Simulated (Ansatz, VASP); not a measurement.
**Cu: VASP beside Ansatz**

```
Cu
1.0
     2.48237    0.00000    0.00000
    -1.24118    2.14979    0.00000
     0.00000    0.00000    4.02862
Cu
2
Direct
  0.66667 0.33333 0.75000
  0.33333 0.66667 0.25000
```

Alike in both runs: task single point; functional LDA; k mesh 12 × 12 × 7; occupations fermi-dirac, width 0.05 eV; no spin polarisation.

```csv
,VASP,Ansatz
version,VASP 6.6.1,Ansatz 0.2.0
potentials or method,"VASP PAW LDA potentials, release 64 (Cu_sv_GW)",Ansatz PAW
plane-wave cutoff (eV),700,420
valence electrons in the cell,38,38
```

```tsv
	VASP	Ansatz	Ansatz less VASP
gap on the k mesh at the Fermi level (eV)	none	none	-
pressure (GPa)	-1.7	2.8	+4.51
traceless stress, the component that is largest in VASP (GPa)	0.46	0.45	-0.012
```

LDA's correlation is that of Perdew and Zunger in VASP and of Perdew and Wang (1992) in Ansatz. A gap of «none» marks a metal or a gap that the smearing closes. One of these differences is far larger than is usual between the two programs; its cause wasn't traced.
